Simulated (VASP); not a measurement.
# CdS (Fm-3m) in VASP: further runs

The runs below take CdS through single point, with PBEsol, RPBE.

Program: VASP 6.6.1. These are calculated values, not measurements. Logs are shortened: lines on timing, memory, paths and dates and some standing lists are left out, and cuts for length are marked.

## 1. The cell of the first run

The structure is cubic, space group Fm-3m (No. 225). The conventional cell has a = 5.510 Å, b = 5.510 Å, c = 5.510 Å, α = 90.00°, β = 90.00°, γ = 90.00°. Within 3.6 Å of Cd (site symmetry m-3m) lie 6 S at 2.75 Å. S (site symmetry m-3m) has 6 Cd at 2.75 Å within 3.6 Å.

## 2. Single point, PBEsol (strained)

INCAR reads:

```
SYSTEM = CdS
ALGO = Normal
EDIFF = 1E-6
ENCUT = 500
GGA = PS
GGA_COMPAT = .FALSE.
ISIF = 2
ISMEAR = 0
LASPH = .TRUE.
LCHARG = .TRUE.
LELF = .TRUE.
LREAL = .FALSE.
LVHAR = .TRUE.
LWAVE = .FALSE.
NBANDS = 16
NELM = 120
PREC = Accurate
SIGMA = 0.05
```

KPOINTS reads:

```
k-points
0
G
  12 12 12
  0 0 0
```

POSCAR reads:

```
CdS
1.0
    0.0000000000      2.7548959464      2.7548959464
    2.7548959464      0.0000000000      2.7548959464
    2.7548959464      2.7548959464      0.0000000000
Cd S
1 1
Direct
    0.0000000000      0.0000000000      0.0000000000
    0.5000000000      0.5000000000      0.5000000000
```

Potentials or basis: VASP PAW PBE potentials, release 64 (Cd, S).

The run is started by

```
$ cat potpaw_PBE.64/Cd/POTCAR potpaw_PBE.64/S/POTCAR > POTCAR
$ mpirun -np 1 vasp_std > vasp.out
```

OUTCAR:

```text
SYSTEM = CdS
   EDIFF = 1E-6
   ENCUT = 500
   GGA = PS
   ISIF = 2
   ISMEAR = 0
   LASPH = .TRUE.
   LREAL = .FALSE.
   NELM = 120
   PREC = Accurate

 ion  position               nearest neighbor table
   1  0.000  0.000  0.000-   2 2.75   2 2.75   2 2.75   2 2.75   2 2.75   2 2.75
   2  0.500  0.500  0.500-   1 2.75   1 2.75   1 2.75   1 2.75   1 2.75   1 2.75

  LATTYP: Found a face centered cubic cell.
 ALAT       =     5.5097918928

  Lattice vectors:

 A1 = (   0.0000000000,   2.7548959464,   2.7548959464)
 A2 = (   2.7548959464,   0.0000000000,   2.7548959464)
 A3 = (   2.7548959464,   2.7548959464,   0.0000000000)

Analysis of symmetry for initial positions (statically):
=====================================================================
 Subroutine PRICEL returns:
 Original cell was already a primitive cell.

 Routine SETGRP: Setting up the symmetry group for a
 face centered cubic supercell.

 Subroutine GETGRP returns: Found 48 space group operations
 (whereof 48 operations were pure point group operations)
 out of a pool of 48 trial point group operations.

The static configuration has the point symmetry O_h .

Analysis of symmetry for dynamics (positions and initial velocities):
=====================================================================
 Subroutine PRICEL returns:
 Original cell was already a primitive cell.

 Routine SETGRP: Setting up the symmetry group for a
 face centered cubic supercell.

 Subroutine GETGRP returns: Found 48 space group operations
 (whereof 48 operations were pure point group operations)
 out of a pool of 48 trial point group operations.

The dynamic configuration has the point symmetry O_h .

 Subroutine INISYM returns: Found 48 space group operations
 (whereof 48 operations are pure point group operations),
 and found     1 'primitive' translations

----------------------------------------------------------------------------------------

                                     Primitive cell

  volume of cell :      41.8163

  direct lattice vectors                    reciprocal lattice vectors
     0.000000000  2.754895946  2.754895946    -0.181495058  0.181495058  0.181495058
     2.754895946  0.000000000  2.754895946     0.181495058 -0.181495058  0.181495058
     2.754895946  2.754895946  0.000000000     0.181495058  0.181495058 -0.181495058

  length of vectors
     3.896011210  3.896011210  3.896011210     0.314358662  0.314358662  0.314358662

  position of ions in fractional coordinates (direct lattice)
     0.000000000  0.000000000  0.000000000
     0.500000000  0.500000000  0.500000000

  ion indices of the primitive-cell ions
   primitive index   ion index
                 1           1
                 2           2

----------------------------------------------------------------------------------------

 KPOINTS: k-points

Automatic generation of k-mesh.
 Grid dimensions read from file:
 generate k-points for:   12   12   12

 Generating k-lattice:

  Cartesian coordinates                     Fractional coordinates (reciprocal lattice)
    -0.015124588  0.015124588  0.015124588     0.083333333  0.000000000  0.000000000
     0.015124588 -0.015124588  0.015124588     0.000000000  0.083333333  0.000000000
     0.015124588  0.015124588 -0.015124588     0.000000000  0.000000000  0.083333333

  Length of vectors
     0.026196555  0.026196555  0.026196555

  Shift w.r.t. Gamma in fractional coordinates (k-lattice)
     0.000000000  0.000000000  0.000000000

 Subroutine IBZKPT returns following result:
 ===========================================

 Found     72 irreducible k-points:

 Following reciprocal coordinates:
            Coordinates               Weight
  0.000000  0.000000  0.000000      1.000000
  0.083333  0.000000  0.000000      8.000000
  0.166667  0.000000  0.000000      8.000000
  0.250000  0.000000  0.000000      8.000000
  0.333333  0.000000  0.000000      8.000000
  0.416667  0.000000  0.000000      8.000000
[... 16 lines left out ...]
  0.500000  0.166667  0.000000     24.000000
 -0.416667  0.166667  0.000000     24.000000
 [... further k-points ...]
   k-points           NKPTS =     72   k-points in BZ     NKDIM =     72   number of bands    NBANDS=     16
   number of dos      NEDOS =    301   number of ions     NIONS =      2
   total plane-waves  NPLWV =  21952
   dimension x,y,z NGX =    28 NGY =   28 NGZ =   28
   dimension x,y,z NGXF=    56 NGYF=   56 NGZF=   56
   ions per type =               1   1
   NGX,Y,Z   is equivalent  to a cutoff of  11.95, 11.95, 11.95 a.u.
   NGXF,Y,Z  is equivalent  to a cutoff of  23.90, 23.90, 23.90 a.u.
 SYSTEM =  CdS
   PREC   = accura    normal or accurate (medium, high low for compatibility)
   ISTART =      0    job   : 0-new  1-cont  2-samecut
   ICHARG =      2    charge: 1-file 2-atom 10-const
   ISPIN  =      1    spin polarized calculation?
   LNONCOLLINEAR =      F non collinear calculations
   LSORBIT =      F    spin-orbit coupling
   LASPH  =      T    aspherical Exc in radial PAW
   ENCUT  =  500.0 eV  36.75 Ry    6.06 a.u.   7.10  7.10  7.10*2*pi/ulx,y,z
   NELM   =    120;   NELMIN=  2; NELMDL= -5     # of ELM steps
   EDIFF  = 0.1E-05   stopping-criterion for ELM
   LREAL  =      F    real-space projection
   EDIFFG = 0.1E-04   stopping-criterion for IOM
   NSW    =      0    number of steps for IOM
   IBRION =     -1    ionic relax: 0-MD 1-quasi-New 2-CG
   NFREE  =      0    steps in history (QN), initial steepest desc. (CG)
   ISIF   =      2    stress and relaxation
   ISYM   =      2    0-nonsym 1-usesym 2-fastsym
   POTIM  = 0.5000    time-step for ionic-motion
   TEBEG  =    0.0;   TEEND  =   0.0 temperature during run
   PSTRESS=    0.0 pullay stress
   NELECT =      18.0000    total number of electrons
   NUPDOWN=      -1.0000    fix difference up-down
   EMIN   =  10.00;   EMAX   =-10.00  energy-range for DOS
   EFERMI =   0.00;   METHOD = LEGACY
   ISMEAR =     0;   SIGMA  =   0.05  broadening in eV -4-tet -1-fermi 0-gaus
   EFERMI_NEDOS =   21; number of points for ismear=-14 and -15
   IALGO  =     38    algorithm
   IMIX   =      4    mixing-type and parameters
     AMIX     =   0.40;   BMIX     =  1.00
     AMIX_MAG =   1.60;   BMIX_MAG =  1.00
  volume/ion in A,a.u.               =      20.91       141.10
  Fermi-wavevector in a.u.,A,eV,Ry     =   1.236091  2.335873 20.788629  1.527921
  Thomas-Fermi vector in A             =   2.370714
   LORBIT       =      0    0 simple, 1 ext, 2 COOP (PROOUT), +10 PAW based schemes
   GGA     = PS    functional components
   LHFCALC =     F    Hartree Fock is set to
   AEXX    =    0.0000 exact exchange contribution
   IVDW    =     0    specifies the selected vdW correction
   LEPSILON=     F    determine dielectric tensor
   LRPA    =     F    only Hartree local field effects (RPA)
 non-spin polarized calculation
 Gauss-broadening in eV      SIGMA  =   0.05
  energy-cutoff  :      500.00
  volume of cell :       41.82
 maximum number of plane-waves:      1074
   NGX = 15   NGY = 15   NGZ = 15

 number of electron      17.9999990 magnetization

 Free energy of the ion-electron system (eV)
  ---------------------------------------------------
  ext. energy  EPLUGINS =         0.00000000
  ---------------------------------------------------
  free energy    TOTEN  =        -6.61770161 eV

  energy without entropy =       -6.61763579  energy(sigma->0) =       -6.61766870

 E-fermi :   2.6897     XC(G=0): -10.4998

 val. band max:        2.6047069454   @ k =  -0.2500   0.1667   0.0000
 cond. band min:       2.7313130145   @ k =   0.5000   0.5000   0.0000
 fundamental gap:      0.1266060690
 Fermi energy:         2.6896774330

 k-point     1 :       0.0000    0.0000    0.0000
  band No.  band energies     occupation
      1     -10.0733      2.00000
      2      -4.9528      2.00000
      3      -4.9528      2.00000
      4      -4.9508      2.00000
      5      -4.9508      2.00000
      6      -4.9508      2.00000
[... 8 lines left out ...]
     15      13.7653      0.00000
     16      13.7653      0.00000

 k-point     2 :       0.0833    0.0000    0.0000
  band No.  band energies     occupation
      1     -10.0144      2.00000
      2      -4.9732      2.00000
      3      -4.9732      2.00000
      4      -4.9570      2.00000
      5      -4.9382      2.00000
      6      -4.9382      2.00000
[... 8 lines left out ...]
     15      12.9529      0.00000
     16      13.5923      0.00000

 k-point     3 :       0.1667    0.0000    0.0000
  band No.  band energies     occupation
      1      -9.8455      2.00000
      2      -5.0288      2.00000
      3      -5.0288      2.00000
      4      -4.9775      2.00000
      5      -4.9026      2.00000
      6      -4.9026      2.00000
[... 8 lines left out ...]
     15      12.8057      0.00000
     16      13.3228      0.00000

 k-point     4 :       0.2500    0.0000    0.0000
  band No.  band energies     occupation
      1      -9.5923      2.00000
      2      -5.1026      2.00000
      3      -5.1026      2.00000
      4      -5.0186      2.00000
      5      -4.8533      2.00000
      6      -4.8533      2.00000
[... 8 lines left out ...]
     15      13.3458      0.00000
     16      13.3458      0.00000

 k-point     5 :       0.3333    0.0000    0.0000
  band No.  band energies     occupation
      1      -9.3049      2.00000
      2      -5.1741      2.00000
      3      -5.1741      2.00000
      4      -5.0847      2.00000
      5      -4.8034      2.00000
      6      -4.8034      2.00000
[... 8 lines left out ...]
     15      14.1617      0.00000
     16      14.1617      0.00000

 k-point     6 :       0.4167    0.0000    0.0000
  band No.  band energies     occupation
      1      -9.0643      2.00000
      2      -5.2252      2.00000
      3      -5.2252      2.00000
      4      -5.1609      2.00000
      5      -4.7663      2.00000
      6      -4.7663      2.00000
[... 8 lines left out ...]
     15      15.0593      0.00000
     16      15.0593      0.00000

 k-point     7 :       0.5000    0.0000    0.0000
  band No.  band energies     occupation
      1      -8.9678      2.00000
      2      -5.2437      2.00000
      3      -5.2437      2.00000
      4      -5.1977      2.00000
      5      -4.7527      2.00000
      6      -4.7527      2.00000
[... 8 lines left out ...]
     15      15.5490      0.00000
     16      15.5490      0.00000

 k-point     8 :       0.0833    0.0833    0.0000
  band No.  band energies     occupation
      1      -9.9960      2.00000
      2      -4.9994      2.00000
      3      -4.9611      2.00000
      4      -4.9458      2.00000
      5      -4.9385      2.00000
      6      -4.9385      2.00000
[... 8 lines left out ...]
     15      14.3543      0.00000
     16      14.3543      0.00000

 k-point     9 :       0.1667    0.0833    0.0000
  band No.  band energies     occupation
      1      -9.8676      2.00000
      2      -5.0529      2.00000
      3      -4.9746      2.00000
      4      -4.9745      2.00000
      5      -4.9173      2.00000
      6      -4.8998      2.00000
[... 8 lines left out ...]
     15      13.9095      0.00000
     16      14.2463      0.00000
[... 172 lines left out ...]
 k-point    19 :       0.1667    0.1667    0.0000
  band No.  band energies     occupation
      1      -9.7899      2.00000
      2      -5.0890      2.00000
      3      -4.9891      2.00000
      4      -4.9265      2.00000
      5      -4.9013      2.00000
      6      -4.9013      2.00000
[... 8 lines left out ...]
     15      15.0783      0.00000
     16      15.6258      0.00000

 k-point    20 :       0.2500    0.1667    0.0000
  band No.  band energies     occupation
      1      -9.6263      2.00000
      2      -5.1188      2.00000
      3      -5.0063      2.00000
      4      -4.9571      2.00000
      5      -4.8709      2.00000
      6      -4.8475      2.00000
[... 8 lines left out ...]
     15      14.9161      0.00000
     16      15.6467      0.00000

 k-point    21 :       0.3333    0.1667    0.0000
  band No.  band energies     occupation
      1      -9.4084      2.00000
      2      -5.1289      2.00000
      3      -5.0251      2.00000
      4      -5.0186      2.00000
      5      -4.8301      2.00000
      6      -4.7916      2.00000
[... 8 lines left out ...]
     15      15.2602      0.00000
     16      15.5525      0.00000

 k-point    22 :       0.4167    0.1667    0.0000
  band No.  band energies     occupation
      1      -9.1879      2.00000
      2      -5.1128      2.00000
      3      -5.0892      2.00000
      4      -5.0525      2.00000
      5      -4.7828      2.00000
      6      -4.7536      2.00000
[... 8 lines left out ...]
     15      15.8438      0.00000
     16      15.8955      0.00000

 k-point    23 :       0.5000    0.1667    0.0000
  band No.  band energies     occupation
      1      -9.0311      2.00000
      2      -5.1514      2.00000
      3      -5.1005      2.00000
      4      -5.0698      2.00000
      5      -4.7417      2.00000
      6      -4.7391      2.00000
[... 8 lines left out ...]
     15      15.8162      0.00000
     16      16.5402      0.00000

 k-point    24 :      -0.4167    0.1667    0.0000
  band No.  band energies     occupation
      1      -8.9971      2.00000
      2      -5.1912      2.00000
      3      -5.1407      2.00000
      4      -5.0356      2.00000
      5      -4.7572      2.00000
      6      -4.7136      2.00000
[... 8 lines left out ...]
     15      14.8936      0.00000
     16      15.9751      0.00000

 [... further k-points ...]

------------------------ aborting loop because EDIFF is reached ----------------------------------------

  FORCE on cell =-STRESS in cart. coord.  units (eV):
  Direction    XX          YY          ZZ          XY          YZ          ZX
  --------------------------------------------------------------------------------------
  -------------------------------------------------------------------------------------
  Total       -1.0655277     -1.0655277     -1.0655277      0.0000000     -0.0000000     -0.0000000
  in kB      -40.8253324    -40.8253324    -40.8253324      0.0000000     -0.0000000     -0.0000000
  external PRESSURE =     -40.8253324 kB  Pullay stress =       0.0000000 kB

 VOLUME and BASIS-vectors are now :
 -----------------------------------------------------------------------------
  energy-cutoff  :      500.00
  volume of cell :       41.82
      direct lattice vectors                 reciprocal lattice vectors
     0.000000000  2.754895946  2.754895946    -0.181495058  0.181495058  0.181495058
     2.754895946  0.000000000  2.754895946     0.181495058 -0.181495058  0.181495058
     2.754895946  2.754895946  0.000000000     0.181495058  0.181495058 -0.181495058

 POSITION                                       TOTAL-FORCE (eV/Angst)
 -----------------------------------------------------------------------------------
      0.00000      0.00000      0.00000         0.000000     -0.000000      0.000000
      2.75490      2.75490      2.75490        -0.000000      0.000000     -0.000000
 -----------------------------------------------------------------------------------
    total drift:                                0.000000      0.000000      0.000000

  FREE ENERGIE OF THE ION-ELECTRON SYSTEM (eV)
  ---------------------------------------------------
  free  energy   TOTEN  =        -6.6177016079 eV

  energy  without entropy=       -6.6176357895  energy(sigma->0) =       -6.61766870
```

It took 58 s on 1 thread of AMD EPYC 7R43 (Zen 3), shared host; peak memory 0.15 GiB.

What came out:

```yaml
Free_energy: -6.6177 eV
Pressure: -4.1 GPa
Band_gap_on_the_k_mesh: 0.13 eV (least direct gap 1.40 eV)
```

Caveat: the cell differs from its parent crystal (strained); the cell stands under tension; semilocal functionals underestimate gaps, and a narrow one can read as zero; the PAW data sets were made with another functional, which shifts forces and pressure a little.

[end of part 1 of 2]
